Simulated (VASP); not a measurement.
# B17SN17 (a cell with a defect) in VASP: single point with PBE

Aim: the single point of B17SN17 (a cell with a defect) with PBE.

All numbers are computed with VASP 6.6.1; they aren't measurements. Logs are shortened: lines on timing, memory, paths and dates and some standing lists are left out, and cuts for length are marked.

### 1 The cell of the first run

The cell holds a defect, 35 atoms: a = 7.465 Å, b = 7.465 Å, c = 6.495 Å, α = 90.00°, β = 90.00°, γ = 120.00°.

### 2 Single point, PBE

Contents of INCAR:

```
SYSTEM = B17SN17
PREC = Accurate
ENCUT = 520
EDIFF = 1E-6
ISMEAR = -1
SIGMA = 0.01
LREAL = Auto
LASPH = .True.
NELM = 60
ALGO = Normal
ISIF = 2
LWAVE = .False.
LCHARG = .False.
GGA = PE
NBANDS = 94
```

Contents of KPOINTS:

```
Automatic mesh
0
Gamma
  2 2 2
  0.5 0.5 0.5
```

Contents of POSCAR:

```
B17SN17
1.0
    7.4650312844      0.0000000000      0.0000000000
   -3.7325156422      6.4649067324      0.0000000000
    0.0000000000      0.0000000000      6.4954828762
B N S
17 17 1
Direct
    0.1103613350      0.2205261665      0.2489493901
    0.2104515805      0.1168536905      0.7487910543
    0.1101928472      0.5536341636      0.2500073845
    0.2130367985      0.4418679941      0.7596881957
    0.1102602135      0.8871046082      0.2481174857
    0.2238612802      0.7841979287      0.7497947026
    0.4439230983      0.2210347387      0.2449402755
    0.5711826395      0.1187936637      0.7504062866
    0.4437903286      0.5537456980      0.2448962949
    0.4436297794      0.8871199313      0.2485251934
    0.5492291196      0.7646433006      0.7500580169
    0.7769835210      0.2205639362      0.2489999403
    0.8808636084      0.0989454644      0.7641526992
    0.7768035213      0.5537492829      0.2447969733
    0.8927070287      0.4436353454      0.7584727681
    0.7769356274      0.8870198950      0.2486396466
    0.8809749256      0.7650108277      0.7493633634
    0.0985949496      0.2179579751      0.7656537003
    0.2210937030      0.1097164435      0.2466877733
    0.1132911826      0.5612302960      0.7577802798
    0.2209728607      0.4429347039      0.2494526268
    0.1109090229      0.8926985706      0.7484660092
    0.2210229896      0.7763304883      0.2493715573
    0.5543212998      0.1097515916      0.2469010923
    0.4291547920      0.5385071065      0.7510310966
    0.5545719327      0.4434129103      0.2396038344
    0.4470046224      0.8926808446      0.7480940160
    0.5544241497      0.7765102153      0.2479387016
    0.7842716862      0.2191909944      0.7671238419
    0.8877112449      0.1097305694      0.2511861905
    0.7756800938      0.5413780015      0.7473870126
    0.8876561738      0.4429578765      0.2490968611
    0.7709975657      0.8765833491      0.7535418920
    0.8878003631      0.7764983408      0.2473224100
    0.4900789688      0.3169793915      0.7158704681
```

Potentials or basis: VASP PAW PBE potentials, release 64 (B, N, S).

Run with:

```sh
cat potpaw_PBE.64/B/POTCAR potpaw_PBE.64/N/POTCAR potpaw_PBE.64/S/POTCAR > POTCAR
mpirun -np 1 vasp_std > vasp.out
```

OUTCAR:

```text
SYSTEM = B17SN17
   PREC = Accurate
   ENCUT = 520
   EDIFF = 1E-6
   ISMEAR = -1
   LREAL = Auto
   LASPH = .True.
   NELM = 60
   ISIF = 2
   GGA = PE

 ion  position               nearest neighbor table
   1  0.110  0.221  0.249-  19 1.43  21 1.44  30 1.44
   2  0.210  0.117  0.749-  18 1.38  22 1.45  35 1.88
   3  0.110  0.554  0.250-  21 1.43  32 1.44  23 1.44
   4  0.213  0.442  0.760-  25 1.40  20 1.42  18 1.45
   5  0.110  0.887  0.248-  23 1.43  34 1.44  19 1.44
   6  0.224  0.784  0.750-  22 1.43  20 1.44  27 1.44
[... 26 lines left out ...]
  33  0.771  0.877  0.754-  17 1.43  11 1.43  13 1.44
  34  0.888  0.776  0.247-  16 1.43   5 1.44  14 1.44
  35  0.490  0.317  0.716-   8 1.87   2 1.88  25 1.94  31 1.96

  LATTYP: Found a hexagonal cell.
 ALAT       =     7.4650312844
 C/A-ratio  =     0.8701213202

  Lattice vectors:

 A1 = (   7.4650312844,   0.0000000000,   0.0000000000)
 A2 = (  -3.7325156422,   6.4649067324,   0.0000000000)
 A3 = (   0.0000000000,   0.0000000000,   6.4954828762)

Analysis of symmetry for initial positions (statically):
=====================================================================
 Subroutine PRICEL returns:
 Original cell was already a primitive cell.

 Routine SETGRP: Setting up the symmetry group for a
 hexagonal supercell.

 Subroutine GETGRP returns: Found  1 space group operations
 (whereof  1 operations were pure point group operations)
 out of a pool of 24 trial point group operations.

The static configuration has the point symmetry C_1 .

Analysis of symmetry for dynamics (positions and initial velocities):
=====================================================================
 Subroutine PRICEL returns:
 Original cell was already a primitive cell.

 Routine SETGRP: Setting up the symmetry group for a
 hexagonal supercell.

 Subroutine GETGRP returns: Found  1 space group operations
 (whereof  1 operations were pure point group operations)
 out of a pool of 24 trial point group operations.

The dynamic configuration has the point symmetry C_1 .

 Subroutine INISYM returns: Found  1 space group operations
 (whereof  1 operations are pure point group operations),
 and found     1 'primitive' translations

----------------------------------------------------------------------------------------

                                     Primitive cell

  volume of cell :     313.4768

  direct lattice vectors                    reciprocal lattice vectors
     7.465031284  0.000000000  0.000000000     0.133957911  0.077340636  0.000000000
    -3.732515642  6.464906732  0.000000000     0.000000000  0.154681273  0.000000000
     0.000000000  0.000000000  6.495482876     0.000000000  0.000000000  0.153953142

  length of vectors
     7.465031284  7.465031284  6.495482876     0.154681273  0.154681273  0.153953142

  position of ions in fractional coordinates (direct lattice)
     0.110361335  0.220526167  0.248949390
     0.210451580  0.116853691  0.748791054
     0.110192847  0.553634164  0.250007385
     0.213036798  0.441867994  0.759688196
     0.110260213  0.887104608  0.248117486
     0.223861280  0.784197929  0.749794703
[... 27 lines left out ...]
     0.887800363  0.776498341  0.247322410
     0.490078969  0.316979391  0.715870468

  ion indices of the primitive-cell ions
   primitive index   ion index
                 1           1
                 2           2
                 3           3
                 4           4
                 5           5
                 6           6
[... 27 lines left out ...]
                34          34
                35          35

----------------------------------------------------------------------------------------

 KPOINTS: Automatic mesh

Automatic generation of k-mesh.
 Grid dimensions read from file:
 generate k-points for:    2    2    2

 Generating k-lattice:

  Cartesian coordinates                     Fractional coordinates (reciprocal lattice)
     0.066978956  0.038670318  0.000000000     0.500000000 -0.000000000  0.000000000
     0.000000000  0.077340636  0.000000000     0.000000000  0.500000000  0.000000000
     0.000000000  0.000000000  0.076976571     0.000000000  0.000000000  0.500000000

  Length of vectors
     0.077340636  0.077340636  0.076976571

  Shift w.r.t. Gamma in fractional coordinates (k-lattice)
     0.500000000  0.500000000  0.500000000

 Subroutine IBZKPT returns following result:
 ===========================================

 Found     12 irreducible k-points:

 Following reciprocal coordinates:
            Coordinates               Weight
  0.250000  0.250000  0.250000      2.000000
 -0.250000  0.500000  0.250000      2.000000
  0.500000  0.250000  0.250000      2.000000
 -0.250000 -0.250000  0.250000      2.000000
  0.250000  0.500000  0.250000      2.000000
  0.500000 -0.250000  0.250000      2.000000
 -0.250000  0.250000  0.250000      2.000000
 -0.250000 -0.000000  0.250000      2.000000
  0.000000 -0.250000  0.250000      2.000000
  0.250000 -0.250000  0.250000      2.000000
  0.250000  0.000000  0.250000      2.000000
  0.000000  0.250000  0.250000      2.000000
   k-points           NKPTS =     12   k-points in BZ     NKDIM =     12   number of bands    NBANDS=     94
   number of dos      NEDOS =    301   number of ions     NIONS =     35
   total plane-waves  NPLWV = 150528
   dimension x,y,z NGX =    56 NGY =   56 NGZ =   48
   dimension x,y,z NGXF=   112 NGYF=  112 NGZF=   96
   ions per type =              17  17   1
   NGX,Y,Z   is equivalent  to a cutoff of  12.47, 12.47, 12.29 a.u.
   NGXF,Y,Z  is equivalent  to a cutoff of  24.94, 24.94, 24.57 a.u.
 SYSTEM =  B17SN17
   PREC   = accura    normal or accurate (medium, high low for compatibility)
   ISTART =      0    job   : 0-new  1-cont  2-samecut
   ICHARG =      2    charge: 1-file 2-atom 10-const
   ISPIN  =      1    spin polarized calculation?
   LNONCOLLINEAR =      F non collinear calculations
   LSORBIT =      F    spin-orbit coupling
   LASPH  =      T    aspherical Exc in radial PAW
   ENCUT  =  520.0 eV  38.22 Ry    6.18 a.u.  13.88 13.88 12.08*2*pi/ulx,y,z
   NELM   =     60;   NELMIN=  2; NELMDL= -5     # of ELM steps
   EDIFF  = 0.1E-05   stopping-criterion for ELM
   LREAL  =      T    real-space projection
   EDIFFG = 0.1E-04   stopping-criterion for IOM
   NSW    =      0    number of steps for IOM
   IBRION =     -1    ionic relax: 0-MD 1-quasi-New 2-CG
   NFREE  =      0    steps in history (QN), initial steepest desc. (CG)
   ISIF   =      2    stress and relaxation
   ISYM   =      2    0-nonsym 1-usesym 2-fastsym
   POTIM  = 0.5000    time-step for ionic-motion
   TEBEG  =    0.0;   TEEND  =   0.0 temperature during run
   PSTRESS=    0.0 pullay stress
   NELECT =     142.0000    total number of electrons
   NUPDOWN=      -1.0000    fix difference up-down
   EMIN   =  10.00;   EMAX   =-10.00  energy-range for DOS
   EFERMI =   0.00;   METHOD = LEGACY
   ISMEAR =    -1;   SIGMA  =   0.01  broadening in eV -4-tet -1-fermi 0-gaus
   EFERMI_NEDOS =   21; number of points for ismear=-14 and -15
   IALGO  =     38    algorithm
   IMIX   =      4    mixing-type and parameters
     AMIX     =   0.40;   BMIX     =  1.00
     AMIX_MAG =   1.60;   BMIX_MAG =  1.00
  volume/ion in A,a.u.               =       8.96        60.44
  Fermi-wavevector in a.u.,A,eV,Ry     =   1.257291  2.375936 21.507829  1.580781
  Thomas-Fermi vector in A             =   2.390957
   LORBIT       =      0    0 simple, 1 ext, 2 COOP (PROOUT), +10 PAW based schemes
   GGA     = PE    functional components
   LHFCALC =     F    Hartree Fock is set to
   AEXX    =    0.0000 exact exchange contribution
   IVDW    =     0    specifies the selected vdW correction
   LEPSILON=     F    determine dielectric tensor
   LRPA    =     F    only Hartree local field effects (RPA)
 non-spin polarized calculation
  energy-cutoff  :      520.00
  volume of cell :      313.48
 maximum number of plane-waves:      8452
   NGX = 27   NGY = 27   NGZ = 25

 number of electron     142.0000002 magnetization

 Free energy of the ion-electron system (eV)
  ---------------------------------------------------
  ext. energy  EPLUGINS =         0.00000000
  ---------------------------------------------------
  free energy    TOTEN  =      -296.85272718 eV

  energy without entropy =     -296.85272718  energy(sigma->0) =     -296.85272718

 E-fermi :   3.3609     XC(G=0): -10.2679

 val. band max:        3.1215958118   @ k =   0.0000  -0.2500   0.2500
 cond. band min:       5.1425661726   @ k =  -0.2500   0.5000   0.2500
 fundamental gap:      2.0209703608
 Fermi energy:         3.3608865064

 k-point     1 :       0.2500    0.2500    0.2500
  band No.  band energies     occupation
      1     -14.8255      2.00000
      2     -14.5664      2.00000
      3     -14.2962      2.00000
      4     -14.1738      2.00000
      5     -14.0490      2.00000
      6     -13.9404      2.00000
[... 75 lines left out ...]
     82       9.5098      0.00000
     83       9.6582      0.00000

 k-point     2 :      -0.2500    0.5000    0.2500
  band No.  band energies     occupation
      1     -14.8229      2.00000
      2     -14.5663      2.00000
      3     -14.3129      2.00000
      4     -14.1676      2.00000
      5     -14.0550      2.00000
      6     -13.9273      2.00000
[... 75 lines left out ...]
     82       9.5172      0.00000
     83       9.6609      0.00000
[... 772 lines left out ...]
     82       9.3841      0.00000
     83       9.8159      0.00000

 k-point    12 :       0.0000    0.2500    0.2500
  band No.  band energies     occupation
      1     -15.0720      2.00000
      2     -14.8102      2.00000
      3     -14.0434      2.00000
      4     -13.7995      2.00000
      5     -13.5776      2.00000
      6     -13.4109      2.00000
[... 75 lines left out ...]
     82       9.3009      0.00000
     83       9.6477      0.00000
 [bands above 83 left out]

------------------------ aborting loop because EDIFF is reached ----------------------------------------

  FORCE on cell =-STRESS in cart. coord.  units (eV):
  Direction    XX          YY          ZZ          XY          YZ          ZX
  --------------------------------------------------------------------------------------
  -------------------------------------------------------------------------------------
  Total       38.4528550      0.1611779      8.0246882     -0.4187370     -0.0777974      0.0164793
  in kB      196.5322536      0.8237790     41.0141212     -2.1401617     -0.3976222      0.0842257
  external PRESSURE =      79.4567179 kB  Pullay stress =       0.0000000 kB

 VOLUME and BASIS-vectors are now :
 -----------------------------------------------------------------------------
  energy-cutoff  :      520.00
  volume of cell :      313.48
      direct lattice vectors                 reciprocal lattice vectors
     7.465031284  0.000000000  0.000000000     0.133957911  0.077340636  0.000000000
    -3.732515642  6.464906732  0.000000000     0.000000000  0.154681273  0.000000000
     0.000000000  0.000000000  6.495482876     0.000000000  0.000000000  0.153953142

 POSITION                                       TOTAL-FORCE (eV/Angst)
 -----------------------------------------------------------------------------------
      0.00073      1.42568      1.61705        -0.175361      0.107632      0.003674
      1.13487      0.75545      4.86376         0.141391      0.251097      0.020462
     -1.24386      3.57919      1.62392        -0.166528      0.105753      0.003891
     -0.05895      2.85664      4.93454         0.288463     -0.074031     -0.002758
     -2.48804      5.73505      1.61164        -0.160807      0.113685      0.003193
     -1.25590      5.06977      4.87028         0.373818     -0.171911     -0.013778
[... 27 lines left out ...]
      3.72917      5.01999      1.60648         0.174025     -0.112248      0.002131
      2.47532      2.04924      4.64992        -0.084151     -0.203703      0.070849
 -----------------------------------------------------------------------------------
    total drift:                               -0.003293      0.002221      0.000994

  FREE ENERGIE OF THE ION-ELECTRON SYSTEM (eV)
  ---------------------------------------------------
  free  energy   TOTEN  =      -296.8527271789 eV

  energy  without entropy=     -296.8527271789  energy(sigma->0) =     -296.85272718
```

Run time: 6.7 min. Hardware: 1 thread of Intel Xeon Platinum 8488C (Sapphire Rapids), shared host; peak memory 0.52 GiB.

What came out:

```yaml
Free_energy: -296.8527 eV
Pressure: 7.9 GPa
Largest_force: 0.412 eV/Å
Band_gap_on_the_k_mesh: 2.02 eV
```

Forces in eV/Å, atoms in the order of the input:
```
B   -0.175  0.108  0.004
B    0.141  0.251  0.020
B   -0.167  0.106  0.004
B    0.288 -0.074 -0.003
B   -0.161  0.114  0.003
B    0.374 -0.172 -0.014
B   -0.182  0.109 -0.021
B   -0.005 -0.133 -0.038
B   -0.184  0.107  0.007
B   -0.181  0.115  0.002
B    0.048 -0.157  0.005
B   -0.185  0.097 -0.006
B    0.237 -0.104  0.002
B   -0.196  0.104 -0.005
B    0.289 -0.172  0.043
B   -0.192  0.105  0.007
B   -0.115  0.084 -0.012
N   -0.210  0.066  0.014
N    0.179 -0.101  0.002
N   -0.281  0.152  0.008
N    0.178 -0.100 -0.005
N   -0.064 -0.095 -0.065
N    0.170 -0.098  0.001
N    0.186 -0.107  0.004
N   -0.097  0.280 -0.042
N    0.184 -0.110  0.003
N   -0.187  0.008 -0.003
N    0.185 -0.114 -0.007
N   -0.143  0.174  0.000
N    0.179 -0.105  0.005
N   -0.032 -0.040  0.020
N    0.186 -0.105  0.008
N   -0.157  0.126 -0.016
N    0.174 -0.112  0.002
S   -0.084 -0.204  0.071
```
